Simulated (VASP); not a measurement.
# TaN (R-3m) in VASP: further runs

The runs below take TaN through single point, with PBEsol.

All numbers are computed with VASP 6.6.1; they aren't measurements. Logs are shortened: lines on timing, memory, paths and dates and some standing lists are left out, and cuts for length are marked.

**1. The cell of the first run**

It takes space group R-3m (No. 166, trigonal). The conventional cell has a = 3.157 Å, b = 3.157 Å, c = 7.277 Å, α = 90.00°, β = 90.00°, γ = 120.00°. Within 2.9 Å of Ta (site symmetry -3m) lie 6 N at 2.19 Å. Within 2.9 Å of N (site symmetry -3m) lie 6 Ta at 2.19 Å.

**2. Single point, PBEsol**

The input, INCAR:

```
PREC = Accurate
ENCUT = 520
EDIFF = 1E-7
ISMEAR = 0
SIGMA = 0.15
LREAL = False
LASPH = True
NELM = 80
ALGO = Normal
ISIF = 2
LWAVE = False
LCHARG = False
GGA = PS
NBANDS = 15
```

The input, KPOINTS:

```
Automatic mesh
0
Gamma
  20 20 20
```

The input, POSCAR:

```
TaN
1.0
   -0.0876494072      2.1445086720      2.1445086720
    2.1445086720     -0.0876494072      2.1445086720
    2.1445086720      2.1445086720     -0.0876494072
Ta N
1 1
Direct
    0.5000000000      0.5000000000      0.5000000000
    0.0000000000      0.0000000000      0.0000000000
```

Potentials or basis: VASP PAW PBE potentials, release 64 (Ta_pv, N).

Started as:

```console
$ cat potpaw_PBE.64/Ta_pv/POTCAR potpaw_PBE.64/N/POTCAR > POTCAR
$ mpirun -np 1 vasp_std > vasp.out
```

OUTCAR:

```text
PREC = Accurate
   ENCUT = 520
   EDIFF = 1E-7
   ISMEAR = 0
   LREAL = False
   LASPH = True
   NELM = 80
   ISIF = 2
   GGA = PS

 ion  position               nearest neighbor table
   1  0.500  0.500  0.500-   2 2.19   2 2.19   2 2.19   2 2.19   2 2.19   2 2.19
   2  0.000  0.000  0.000-   1 2.19   1 2.19   1 2.19   1 2.19   1 2.19   1 2.19

  LATTYP: Found a trigonal (rhomboedric) cell.
 ALAT       =     3.0340595425
 COS(alpha) =     0.4587452802

  Lattice vectors:

 A1 = (  -0.0876494072,   2.1445086720,   2.1445086720)
 A2 = (   2.1445086720,  -0.0876494072,   2.1445086720)
 A3 = (   2.1445086720,   2.1445086720,  -0.0876494072)

Analysis of symmetry for initial positions (statically):
=====================================================================
 Subroutine PRICEL returns:
 Original cell was already a primitive cell.

 Routine SETGRP: Setting up the symmetry group for a
 trigonal (rhombohedral) supercell.

 Subroutine GETGRP returns: Found 12 space group operations
 (whereof 12 operations were pure point group operations)
 out of a pool of 12 trial point group operations.

The static configuration has the point symmetry D_3d.

Analysis of symmetry for dynamics (positions and initial velocities):
=====================================================================
 Subroutine PRICEL returns:
 Original cell was already a primitive cell.

 Routine SETGRP: Setting up the symmetry group for a
 trigonal (rhombohedral) supercell.

 Subroutine GETGRP returns: Found 12 space group operations
 (whereof 12 operations were pure point group operations)
 out of a pool of 12 trial point group operations.

The dynamic configuration has the point symmetry D_3d.

 Subroutine INISYM returns: Found 12 space group operations
 (whereof 12 operations are pure point group operations),
 and found     1 'primitive' translations

----------------------------------------------------------------------------------------

                                     Primitive cell

  volume of cell :      20.9334

  direct lattice vectors                    reciprocal lattice vectors
    -0.087649407  2.144508672  2.144508672    -0.219325391  0.228671554  0.228671554
     2.144508672 -0.087649407  2.144508672     0.228671554 -0.219325391  0.228671554
     2.144508672  2.144508672 -0.087649407     0.228671554  0.228671554 -0.219325391

  length of vectors
     3.034059542  3.034059542  3.034059542     0.390749262  0.390749262  0.390749262

  position of ions in fractional coordinates (direct lattice)
     0.500000000  0.500000000  0.500000000
     0.000000000  0.000000000  0.000000000

  ion indices of the primitive-cell ions
   primitive index   ion index
                 1           1
                 2           2

----------------------------------------------------------------------------------------

 KPOINTS: Automatic mesh

Automatic generation of k-mesh.
 Grid dimensions read from file:
 generate k-points for:   20   20   20

 Generating k-lattice:

  Cartesian coordinates                     Fractional coordinates (reciprocal lattice)
    -0.010966270  0.011433578  0.011433578     0.050000000  0.000000000  0.000000000
     0.011433578 -0.010966270  0.011433578     0.000000000  0.050000000  0.000000000
     0.011433578  0.011433578 -0.010966270     0.000000000  0.000000000  0.050000000

  Length of vectors
     0.019537463  0.019537463  0.019537463

  Shift w.r.t. Gamma in fractional coordinates (k-lattice)
     0.000000000  0.000000000  0.000000000

 Subroutine IBZKPT returns following result:
 ===========================================

 Found    781 irreducible k-points:

 Following reciprocal coordinates:
            Coordinates               Weight
  0.000000  0.000000  0.000000      1.000000
  0.050000 -0.000000 -0.000000      6.000000
  0.100000  0.000000 -0.000000      6.000000
  0.150000  0.000000  0.000000      6.000000
  0.200000  0.000000 -0.000000      6.000000
  0.250000 -0.000000 -0.000000      6.000000
[... 16 lines left out ...]
 -0.400000  0.050000 -0.000000     12.000000
 -0.350000  0.050000  0.000000     12.000000
 [... further k-points ...]
   k-points           NKPTS =    781   k-points in BZ     NKDIM =    781   number of bands    NBANDS=     15
   number of dos      NEDOS =    301   number of ions     NIONS =      2
   total plane-waves  NPLWV =  13824
   dimension x,y,z NGX =    24 NGY =   24 NGZ =   24
   dimension x,y,z NGXF=    48 NGYF=   48 NGZF=   48
   ions per type =               1   1
   NGX,Y,Z   is equivalent  to a cutoff of  13.15, 13.15, 13.15 a.u.
   NGXF,Y,Z  is equivalent  to a cutoff of  26.30, 26.30, 26.30 a.u.
 SYSTEM =  unknown system
   PREC   = accura    normal or accurate (medium, high low for compatibility)
   ISTART =      0    job   : 0-new  1-cont  2-samecut
   ICHARG =      2    charge: 1-file 2-atom 10-const
   ISPIN  =      1    spin polarized calculation?
   LNONCOLLINEAR =      F non collinear calculations
   LSORBIT =      F    spin-orbit coupling
   LASPH  =      T    aspherical Exc in radial PAW
   ENCUT  =  520.0 eV  38.22 Ry    6.18 a.u.   5.64  5.64  5.64*2*pi/ulx,y,z
   NELM   =     80;   NELMIN=  2; NELMDL= -5     # of ELM steps
   EDIFF  = 0.1E-06   stopping-criterion for ELM
   LREAL  =      F    real-space projection
   EDIFFG = 0.1E-05   stopping-criterion for IOM
   NSW    =      0    number of steps for IOM
   IBRION =     -1    ionic relax: 0-MD 1-quasi-New 2-CG
   NFREE  =      0    steps in history (QN), initial steepest desc. (CG)
   ISIF   =      2    stress and relaxation
   ISYM   =      2    0-nonsym 1-usesym 2-fastsym
   POTIM  = 0.5000    time-step for ionic-motion
   TEBEG  =    0.0;   TEEND  =   0.0 temperature during run
   PSTRESS=    0.0 pullay stress
   NELECT =      16.0000    total number of electrons
   NUPDOWN=      -1.0000    fix difference up-down
   EMIN   =  10.00;   EMAX   =-10.00  energy-range for DOS
   EFERMI =   0.00;   METHOD = LEGACY
   ISMEAR =     0;   SIGMA  =   0.15  broadening in eV -4-tet -1-fermi 0-gaus
   EFERMI_NEDOS =   21; number of points for ismear=-14 and -15
   IALGO  =     38    algorithm
   IMIX   =      4    mixing-type and parameters
     AMIX     =   0.40;   BMIX     =  1.00
     AMIX_MAG =   1.60;   BMIX_MAG =  1.00
  volume/ion in A,a.u.               =      10.47        70.63
  Fermi-wavevector in a.u.,A,eV,Ry     =   1.496814  2.828569 30.483219  2.240453
  Thomas-Fermi vector in A             =   2.608782
   LORBIT       =      0    0 simple, 1 ext, 2 COOP (PROOUT), +10 PAW based schemes
   GGA     = PS    functional components
   LHFCALC =     F    Hartree Fock is set to
   AEXX    =    0.0000 exact exchange contribution
   IVDW    =     0    specifies the selected vdW correction
   LEPSILON=     F    determine dielectric tensor
   LRPA    =     F    only Hartree local field effects (RPA)
 non-spin polarized calculation
 Gauss-broadening in eV      SIGMA  =   0.15
  energy-cutoff  :      520.00
  volume of cell :       20.93
 maximum number of plane-waves:       580
   NGX = 11   NGY = 11   NGZ = 11

 number of electron      16.0000002 magnetization

 Free energy of the ion-electron system (eV)
  ---------------------------------------------------
  ext. energy  EPLUGINS =         0.00000000
  ---------------------------------------------------
  free energy    TOTEN  =       -23.19231780 eV

  energy without entropy =      -23.18221322  energy(sigma->0) =      -23.18726551

 E-fermi :   9.5115     XC(G=0): -13.6761

 val. band max:        9.5114330564   @ k =  -0.3500   0.2500   0.0500
 cond. band min:       9.5118315591   @ k =  -0.4000   0.2000   0.0000
 fundamental gap:      0.0003985027
 Fermi energy:         9.5114645632

 k-point     1 :       0.0000    0.0000    0.0000
  band No.  band energies     occupation
      1     -26.1685      2.00000
      2     -26.1685      2.00000
      3     -26.0411      2.00000
      4      -9.3733      2.00000
      5       5.6312      2.00000
      6       5.6312      2.00000
      7       5.9609      2.00000
      8       7.0206      2.00000
      9       7.0206      2.00000
     10       7.9760      2.00000
     11       9.6393      0.22815
     12       9.6393      0.22815
     13      11.3610      0.00000
     14      18.9953      0.00000
     15      21.9417      0.00000

 k-point     2 :       0.0500   -0.0000   -0.0000
  band No.  band energies     occupation
      1     -26.1891      2.00000
      2     -26.1698      2.00000
      3     -26.0467      2.00000
      4      -9.3107      2.00000
      5       5.2660      2.00000
      6       5.3745      2.00000
      7       5.7208      2.00000
      8       7.1560      2.00000
      9       7.2399      2.00000
     10       8.0814      2.00000
     11       9.8919      0.00033
     12       9.8964      0.00028
     13      11.5315      0.00000
     14      19.1737      0.00000
     15      21.9415      0.00000

 k-point     3 :       0.1000    0.0000   -0.0000
  band No.  band energies     occupation
      1     -26.2517      2.00000
      2     -26.1735      2.00000
      3     -26.0595      2.00000
      4      -9.1272      2.00000
      5       4.4827      2.00000
      6       4.8189      2.00000
      7       5.2142      2.00000
      8       7.4405      2.00000
      9       7.6003      2.00000
     10       8.3256      2.00000
     11      10.5525      0.00000
     12      10.5526      0.00000
     13      12.0035      0.00000
     14      19.6846      0.00000
     15      21.9410      0.00000

 k-point     4 :       0.1500    0.0000    0.0000
  band No.  band energies     occupation
      1     -26.3523      2.00000
      2     -26.1793      2.00000
      3     -26.0744      2.00000
      4      -8.8354      2.00000
      5       3.5729      2.00000
      6       4.1901      2.00000
      7       4.6324      2.00000
      8       7.8028      2.00000
      9       7.9718      2.00000
     10       8.6384      2.00000
     11      11.4283      0.00000
     12      11.4523      0.00000
     13      12.6723      0.00000
     14      20.4471      0.00000
     15      21.9405      0.00000
[... 307 lines left out ...]
 k-point    22 :      -0.4500    0.0500    0.0000
  band No.  band energies     occupation
      1     -27.0262      2.00000
      2     -26.2340      2.00000
      3     -26.1608      2.00000
      4      -6.3349      2.00000
      5      -0.8461      2.00000
      6       1.7985      2.00000
      7       2.3542      2.00000
      8      10.7072      0.00000
      9      10.9106      0.00000
     10      12.0233      0.00000
     11      14.0257      0.00000
     12      16.8388      0.00000
     13      17.1104      0.00000
     14      20.8617      0.00000
     15      21.6718      0.00000

 k-point    23 :      -0.4000    0.0500   -0.0000
  band No.  band energies     occupation
      1     -26.9786      2.00000
      2     -26.2340      2.00000
      3     -26.1528      2.00000
      4      -6.5641      2.00000
      5      -0.5365      2.00000
      6       1.9430      2.00000
      7       2.4467      2.00000
      8      10.2852      0.00000
      9      10.8964      0.00000
     10      11.3442      0.00000
     11      14.4289      0.00000
     12      16.2281      0.00000
     13      16.7986      0.00000
     14      20.9351      0.00000
     15      21.9790      0.00000

 k-point    24 :      -0.3500    0.0500    0.0000
  band No.  band energies     occupation
      1     -26.8961      2.00000
      2     -26.2311      2.00000
      3     -26.1410      2.00000
      4      -6.9315      2.00000
      5      -0.0198      2.00000
      6       2.1881      2.00000
      7       2.6416      2.00000
      8       9.7530      0.02279
      9      10.4786      0.00000
     10      10.7879      0.00000
     11      14.5644      0.00000
     12      15.5045      0.00000
     13      16.1813      0.00000
     14      21.1212      0.00000
     15      21.9874      0.00000

 [... further k-points ...]

------------------------ aborting loop because EDIFF is reached ----------------------------------------

  FORCE on cell =-STRESS in cart. coord.  units (eV):
  Direction    XX          YY          ZZ          XY          YZ          ZX
  --------------------------------------------------------------------------------------
  -------------------------------------------------------------------------------------
  Total        0.1817962      0.1817962      0.1817962      0.4019787      0.4019787      0.4019787
  in kB       13.9140893     13.9140893     13.9140893     30.7661425     30.7661425     30.7661425
  external PRESSURE =      13.9140893 kB  Pullay stress =       0.0000000 kB

 VOLUME and BASIS-vectors are now :
 -----------------------------------------------------------------------------
  energy-cutoff  :      520.00
  volume of cell :       20.93
      direct lattice vectors                 reciprocal lattice vectors
    -0.087649407  2.144508672  2.144508672    -0.219325391  0.228671554  0.228671554
     2.144508672 -0.087649407  2.144508672     0.228671554 -0.219325391  0.228671554
     2.144508672  2.144508672 -0.087649407     0.228671554  0.228671554 -0.219325391

 POSITION                                       TOTAL-FORCE (eV/Angst)
 -----------------------------------------------------------------------------------
      2.10068      2.10068      2.10068         0.000000     -0.000000     -0.000000
      0.00000      0.00000      0.00000        -0.000000      0.000000      0.000000
 -----------------------------------------------------------------------------------
    total drift:                                0.000000     -0.000000     -0.000000

  FREE ENERGIE OF THE ION-ELECTRON SYSTEM (eV)
  ---------------------------------------------------
  free  energy   TOTEN  =       -23.1923178007 eV

  energy  without entropy=      -23.1822132178  energy(sigma->0) =      -23.18726551
```

It took 2.4 min on 1 thread of Intel Xeon 6975P-C, shared host; peak memory 0.35 GiB.

Results:

```yaml
Free_energy: -23.1923 eV
Pressure: 1.4 GPa
Band_gap_on_the_k_mesh: zero (band 8 reaches 11.86 eV, above the bottom of band 9 at 7.02 eV)
```

Levels at points of the mesh, in eV from the Fermi level:
```
           k point  band 5  band 6  band 7  band 8  band 9  band 10  band 11  band 12
(0.00, 0.00, 0.00)   -3.88   -3.88   -3.55   -2.49   -2.49    -1.54     0.13     0.13
(0.50, 0.00, 0.00)  -10.50   -7.80   -7.19    1.37    1.43     2.96     4.01     7.49
(0.50, 0.50, 0.00)   -6.63   -5.57   -4.77   -4.41    2.10     3.50     3.79     4.74
(0.50, 0.50, 0.50)  -10.42   -8.01   -8.01    2.35    2.38     2.38     3.72     8.07
```

Caveat: the PAW data sets were made with another functional, which shifts forces and pressure a little; spin-orbit coupling is left out, which moves the levels of the heavy elements.

**3. Single point, PBEsol**

This run uses another cell than the first one, of the same volume but with other edges.

The input, INCAR:

```
SYSTEM = TaN
PREC = Accurate
ENCUT = 520
EDIFF = 1E-6
ISMEAR = 0
SIGMA = 0.15
LREAL = .FALSE.
LASPH = .TRUE.
NELM = 60
ALGO = Normal
ISIF = 2
LWAVE = .FALSE.
LCHARG = .TRUE.
GGA = PS
LELF = .TRUE.
LVHAR = .TRUE.
NBANDS = 15
```

The input, KPOINTS:

```
regular mesh
0
G
  20 20 20
  0 0 0
```

The input, POSCAR:

```
TaN
1.0
    0.0893201240      2.2330031011      2.2330031011
    2.2330031011      0.0893201240      2.2330031011
    2.2330031011      2.2330031011      0.0893201240
Ta N
1 1
Direct
    0.5000000000      0.5000000000      0.5000000000
    0.0000000000      0.0000000000      0.0000000000
```

Potentials or basis: VASP PAW PBE potentials, release 64 (Ta_pv, N).

Started as:

```console
$ cat potpaw_PBE.64/Ta_pv/POTCAR potpaw_PBE.64/N/POTCAR > POTCAR
$ mpirun -np 1 vasp_std > vasp.out
```

Wall time 2.5 min (1 thread of Intel Xeon 6975P-C, shared host); peak memory 0.36 GiB.

Results (log left out):

```
Free energy            : -23.1955 eV
Pressure               : 1.4 GPa
Band gap on the k mesh : zero (band 8 reaches 11.18 eV, above the bottom of band 9 at 7.67 eV)
```

Stress tensor (GPa, compression positive):
```
 1.41 -2.48 -2.48
-2.48  1.41 -2.48
-2.48 -2.48  1.41
```

Levels at points of the mesh, in eV from the Fermi level:
```
           k point  band 5  band 6  band 7  band 8  band 9  band 10  band 11  band 12
(0.00, 0.00, 0.00)   -4.01   -3.63   -3.63   -2.81   -1.83    -1.83     0.15     0.15
(0.50, 0.00, 0.00)  -10.45   -8.04   -7.43    1.09    2.62     2.76     3.87     7.74
(0.50, 0.50, 0.00)   -6.62   -5.56   -4.74   -4.41    2.12     3.53     3.81     4.72
(0.50, 0.50, 0.50)  -10.52   -7.24   -7.24    1.68    1.68     1.76     4.18     7.39
```

Caveat: the PAW data sets were made with another functional, which shifts forces and pressure a little; spin-orbit coupling is left out, which moves the levels of the heavy elements.
